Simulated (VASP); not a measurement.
# GaAs (F-43m) in VASP: single point with LDA

Aim: the single point of GaAs with LDA.

All numbers are computed with VASP 6.6.1; they aren't measurements. Logs are shortened: lines on timing, memory, paths and dates and some standing lists are left out, and cuts for length are marked.

### 1 The cell of the first run

It takes space group F-43m (No. 216, cubic). Conventional cell: a = 5.603 Å, b = 5.603 Å, c = 5.603 Å, α = 90.00°, β = 90.00°, γ = 90.00°. Ga (site symmetry -43m) has 4 As at 2.43 Å within 3.2 Å. As (site symmetry -43m) has 4 Ga at 2.43 Å within 3.2 Å.

### 2 Single point, LDA

The input, INCAR:

```
PREC = Accurate ; ENCUT = 520
EDIFF = 1E-6 ; ISMEAR = 0
SIGMA = 0.02 ; LREAL = Auto
LASPH = T ; NELM = 60
ALGO = Normal ; ISIF = 2
LWAVE = F ; LCHARG = F
NBANDS = 86
```

The input, KPOINTS:

```
Automatic mesh
0
Gamma
  3 3 3
```

The input, POSCAR:

```
GaAs
1.0
    0.0000000000      5.6033815920     -5.6033815920
    5.6033815920      5.6033815920      0.0000000000
    5.6033815920      0.0000000000     -5.6033815920
Ga As
8 8
Direct
    0.5000000000      0.0000000000      0.5000000000
    0.5000000000      0.5000000000      0.5000000000
    0.0000000000      0.0000000000      0.5000000000
    0.0000000000      0.5000000000      0.5000000000
    0.5000000000      0.0000000000      0.0000000000
    0.5000000000      0.5000000000      0.0000000000
    0.0000000000      0.0000000000      0.0000000000
    0.0000000000      0.5000000000      0.0000000000
    0.1250000000      0.1250000000      0.1250000000
    0.1250000000      0.6250000000      0.1250000000
    0.6250000000      0.1250000000      0.1250000000
    0.6250000000      0.6250000000      0.1250000000
    0.1250000000      0.1250000000      0.6250000000
    0.1250000000      0.6250000000      0.6250000000
    0.6250000000      0.1250000000      0.6250000000
    0.6250000000      0.6250000000      0.6250000000
```

Potentials or basis: VASP PAW LDA potentials, release 64 (Ga_d, As).

Started as:

```console
> cat potpaw_LDA.64/Ga_d/POTCAR potpaw_LDA.64/As/POTCAR > POTCAR
> mpirun -np 1 vasp_std > vasp.out
```

OUTCAR:

```text
PREC = Accurate
   ENCUT = 520
   EDIFF = 1E-6
   ISMEAR = 0
   LREAL = Auto
   LASPH = T
   NELM = 60
   ISIF = 2

 ion  position               nearest neighbor table
   1  0.500  0.000  0.500-  15 2.43  13 2.43  11 2.43  16 2.43
   2  0.500  0.500  0.500-  16 2.43  14 2.43  15 2.43  12 2.43
   3  0.000  0.000  0.500-  13 2.43   9 2.43  14 2.43  15 2.43
   4  0.000  0.500  0.500-  14 2.43  13 2.43  10 2.43  16 2.43
   5  0.500  0.000  0.000-  11 2.43   9 2.43  12 2.43  15 2.43
   6  0.500  0.500  0.000-  12 2.43  11 2.43  10 2.43  16 2.43
[... 8 lines left out ...]
  15  0.625  0.125  0.625-   1 2.43   2 2.43   3 2.43   5 2.43
  16  0.625  0.625  0.625-   2 2.43   1 2.43   4 2.43   6 2.43

  LATTYP: Found a face centered cubic cell.
 ALAT       =    11.2067631840

  Lattice vectors:

 A1 = (   0.0000000000,   5.6033815920,  -5.6033815920)
 A2 = (   5.6033815920,   5.6033815920,   0.0000000000)
 A3 = (   5.6033815920,   0.0000000000,  -5.6033815920)

Analysis of symmetry for initial positions (statically):
=====================================================================
 Subroutine PRICEL returns following result:

  LATTYP: Found a face centered cubic cell.
 ALAT       =     5.6033815920

  Lattice vectors:

 A1 = (   0.0000000000,   2.8016907960,  -2.8016907960)
 A2 = (   2.8016907960,   2.8016907960,   0.0000000000)
 A3 = (   2.8016907960,   0.0000000000,  -2.8016907960)

   8 primitive cells build up your supercell.

 Routine SETGRP: Setting up the symmetry group for a
 face centered cubic supercell.

 Subroutine GETGRP returns: Found 24 space group operations
 (whereof 24 operations were pure point group operations)
 out of a pool of 48 trial point group operations.

The static configuration has the point symmetry T_d .

Analysis of symmetry for dynamics (positions and initial velocities):
=====================================================================
 Subroutine PRICEL returns following result:

  LATTYP: Found a face centered cubic cell.
 ALAT       =     5.6033815920

  Lattice vectors:

 A1 = (   0.0000000000,   2.8016907960,  -2.8016907960)
 A2 = (   2.8016907960,   2.8016907960,   0.0000000000)
 A3 = (   2.8016907960,   0.0000000000,  -2.8016907960)

   8 primitive cells build up your supercell.

 Routine SETGRP: Setting up the symmetry group for a
 face centered cubic supercell.

 Subroutine GETGRP returns: Found 24 space group operations
 (whereof 24 operations were pure point group operations)
 out of a pool of 48 trial point group operations.

The dynamic configuration has the point symmetry T_d .

 Subroutine INISYM returns: Found 24 space group operations
 (whereof 24 operations are pure point group operations),
 and found     8 'primitive' translations

----------------------------------------------------------------------------------------

                                     Primitive cell

  volume of cell :      43.9836

  direct lattice vectors                    reciprocal lattice vectors
     0.000000000  2.801690796 -2.801690796    -0.178463662  0.178463662 -0.178463662
     2.801690796  2.801690796  0.000000000     0.178463662  0.178463662  0.178463662
     2.801690796  0.000000000 -2.801690796     0.178463662 -0.178463662 -0.178463662

  length of vectors
     3.962189121  3.962189121  3.962189121     0.309108130  0.309108130  0.309108130

  position of ions in fractional coordinates (direct lattice)
     0.000000000  0.000000000  0.000000000
     0.250000000  0.250000000  0.250000000

  ion indices of the primitive-cell ions
   primitive index   ion index
                 1           1
                 2          15

----------------------------------------------------------------------------------------

 KPOINTS: Automatic mesh

Automatic generation of k-mesh.
 Grid dimensions read from file:
 generate k-points for:    3    3    3

 Generating k-lattice:

  Cartesian coordinates                     Fractional coordinates (reciprocal lattice)
    -0.029743944  0.029743944 -0.029743944     0.333333333  0.000000000  0.000000000
     0.029743944  0.029743944  0.029743944     0.000000000  0.333333333  0.000000000
     0.029743944 -0.029743944 -0.029743944     0.000000000  0.000000000  0.333333333

  Length of vectors
     0.051518022  0.051518022  0.051518022

  Shift w.r.t. Gamma in fractional coordinates (k-lattice)
     0.000000000  0.000000000  0.000000000

 Subroutine IBZKPT returns following result:
 ===========================================

 Found      4 irreducible k-points:

 Following reciprocal coordinates:
            Coordinates               Weight
  0.000000  0.000000  0.000000      1.000000
  0.333333  0.000000  0.000000      8.000000
  0.333333  0.333333  0.000000      6.000000
 -0.333333  0.333333  0.000000     12.000000
   k-points           NKPTS =      4   k-points in BZ     NKDIM =      4   number of bands    NBANDS=     86
   number of dos      NEDOS =    301   number of ions     NIONS =     16
   total plane-waves  NPLWV = 216000
   dimension x,y,z NGX =    60 NGY =   60 NGZ =   60
   dimension x,y,z NGXF=   120 NGYF=  120 NGZF=  120
   ions per type =               8   8
   NGX,Y,Z   is equivalent  to a cutoff of  12.59, 12.59, 12.59 a.u.
   NGXF,Y,Z  is equivalent  to a cutoff of  25.17, 25.17, 25.17 a.u.
 SYSTEM =  unknown system
   PREC   = accura    normal or accurate (medium, high low for compatibility)
   ISTART =      0    job   : 0-new  1-cont  2-samecut
   ICHARG =      2    charge: 1-file 2-atom 10-const
   ISPIN  =      1    spin polarized calculation?
   LNONCOLLINEAR =      F non collinear calculations
   LSORBIT =      F    spin-orbit coupling
   LASPH  =      T    aspherical Exc in radial PAW
   ENCUT  =  520.0 eV  38.22 Ry    6.18 a.u.  14.73 14.73 14.73*2*pi/ulx,y,z
   NELM   =     60;   NELMIN=  2; NELMDL= -5     # of ELM steps
   EDIFF  = 0.1E-05   stopping-criterion for ELM
   LREAL  =      T    real-space projection
   EDIFFG = 0.1E-04   stopping-criterion for IOM
   NSW    =      0    number of steps for IOM
   IBRION =     -1    ionic relax: 0-MD 1-quasi-New 2-CG
   NFREE  =      0    steps in history (QN), initial steepest desc. (CG)
   ISIF   =      2    stress and relaxation
   ISYM   =      2    0-nonsym 1-usesym 2-fastsym
   POTIM  = 0.5000    time-step for ionic-motion
   TEBEG  =    0.0;   TEEND  =   0.0 temperature during run
   PSTRESS=    0.0 pullay stress
   NELECT =     144.0000    total number of electrons
   NUPDOWN=      -1.0000    fix difference up-down
   EMIN   =  10.00;   EMAX   =-10.00  energy-range for DOS
   EFERMI =   0.00;   METHOD = LEGACY
   ISMEAR =     0;   SIGMA  =   0.02  broadening in eV -4-tet -1-fermi 0-gaus
   EFERMI_NEDOS =   21; number of points for ismear=-14 and -15
   IALGO  =     38    algorithm
   IMIX   =      4    mixing-type and parameters
     AMIX     =   0.40;   BMIX     =  1.00
     AMIX_MAG =   1.60;   BMIX_MAG =  1.00
  volume/ion in A,a.u.               =      21.99       148.41
  Fermi-wavevector in a.u.,A,eV,Ry     =   1.215445  2.296859 20.099990  1.477308
  Thomas-Fermi vector in A             =   2.350832
   LORBIT       =      0    0 simple, 1 ext, 2 COOP (PROOUT), +10 PAW based schemes
   GGA     = CA    functional components
   LHFCALC =     F    Hartree Fock is set to
   AEXX    =    0.0000 exact exchange contribution
   IVDW    =     0    specifies the selected vdW correction
   LEPSILON=     F    determine dielectric tensor
   LRPA    =     F    only Hartree local field effects (RPA)
 non-spin polarized calculation
 Gauss-broadening in eV      SIGMA  =   0.02
  energy-cutoff  :      520.00
  volume of cell :      351.87
 maximum number of plane-waves:      9491
   NGX = 29   NGY = 29   NGZ = 29

 number of electron     144.0000102 magnetization

 Free energy of the ion-electron system (eV)
  ---------------------------------------------------
  ext. energy  EPLUGINS =         0.00000000
  ---------------------------------------------------
  free energy    TOTEN  =       -76.92683351 eV

  energy without entropy =      -76.92683351  energy(sigma->0) =      -76.92683351

 E-fermi :   4.2171     XC(G=0): -10.0284

 val. band max:        4.0704151364   @ k =   0.0000   0.0000   0.0000
 cond. band min:       4.6011385779   @ k =   0.0000   0.0000   0.0000
 fundamental gap:      0.5307234415
 Fermi energy:         4.2170581135

 k-point     1 :       0.0000    0.0000    0.0000
  band No.  band energies     occupation
      1     -11.0399      2.00000
      2     -11.0399      2.00000
      3     -11.0399      2.00000
      4     -11.0068      2.00000
      5     -11.0068      2.00000
      6     -11.0068      2.00000
[... 76 lines left out ...]
     83       5.6012      0.00000
     84       7.7428      0.00000

 k-point     2 :       0.3333    0.0000    0.0000
  band No.  band energies     occupation
      1     -11.0286      2.00000
      2     -11.0286      2.00000
      3     -11.0286      2.00000
      4     -11.0111      2.00000
      5     -11.0111      2.00000
      6     -11.0111      2.00000
[... 76 lines left out ...]
     83       7.3258      0.00000
     84       8.3091      0.00000

 k-point     3 :       0.3333    0.3333    0.0000
  band No.  band energies     occupation
      1     -11.0298      2.00000
      2     -11.0298      2.00000
      3     -11.0161      2.00000
      4     -11.0040      2.00000
      5     -11.0040      2.00000
      6     -11.0040      2.00000
[... 76 lines left out ...]
     83       7.4753      0.00000
     84       7.4753      0.00000

 k-point     4 :      -0.3333    0.3333    0.0000
  band No.  band energies     occupation
      1     -11.0207      2.00000
      2     -11.0203      2.00000
      3     -11.0203      2.00000
      4     -11.0125      2.00000
      5     -11.0125      2.00000
      6     -10.9912      2.00000
[... 76 lines left out ...]
     83       7.8924      0.00000
     84       7.8924      0.00000
 [bands above 84 left out]

------------------------ aborting loop because EDIFF is reached ----------------------------------------

  FORCE on cell =-STRESS in cart. coord.  units (eV):
  Direction    XX          YY          ZZ          XY          YZ          ZX
  --------------------------------------------------------------------------------------
  -------------------------------------------------------------------------------------
  Total        0.5401511      0.5401511      0.5401511     -0.0000000      0.0000000     -0.0000000
  in kB        2.4594913      2.4594913      2.4594913     -0.0000000      0.0000000     -0.0000000
  external PRESSURE =       2.4594913 kB  Pullay stress =       0.0000000 kB

 VOLUME and BASIS-vectors are now :
 -----------------------------------------------------------------------------
  energy-cutoff  :      520.00
  volume of cell :      351.87
      direct lattice vectors                 reciprocal lattice vectors
     0.000000000  5.603381592 -5.603381592    -0.089231831  0.089231831 -0.089231831
     5.603381592  5.603381592  0.000000000     0.089231831  0.089231831  0.089231831
     5.603381592  0.000000000 -5.603381592     0.089231831 -0.089231831 -0.089231831

 POSITION                                       TOTAL-FORCE (eV/Angst)
 -----------------------------------------------------------------------------------
      2.80169      2.80169     -5.60338        -0.000000      0.000000      0.000000
      5.60338      5.60338     -5.60338        -0.000000      0.000000      0.000000
      2.80169      0.00000     -2.80169        -0.000000      0.000000      0.000000
      5.60338      2.80169     -2.80169        -0.000000     -0.000000      0.000000
      0.00000      2.80169     -2.80169         0.000000      0.000000      0.000000
      2.80169      5.60338     -2.80169         0.000000     -0.000000      0.000000
[... 8 lines left out ...]
      4.20254      4.20254     -7.00423         0.000000     -0.000000      0.000000
      7.00423      7.00423     -7.00423         0.000000     -0.000000      0.000000
 -----------------------------------------------------------------------------------
    total drift:                               -0.000004     -0.000003      0.000004

  FREE ENERGIE OF THE ION-ELECTRON SYSTEM (eV)
  ---------------------------------------------------
  free  energy   TOTEN  =       -76.9268335126 eV

  energy  without entropy=      -76.9268335126  energy(sigma->0) =      -76.92683351
```

Run time: 4.3 min. Hardware: 1 thread of Intel Xeon Platinum 8375C at 2.90GHz (Ice Lake), shared host; peak memory 0.4 GiB.

Results:

```
Free energy            : -76.9268 eV
Pressure               : 0.2 GPa
Band gap on the k mesh : 0.53 eV
```
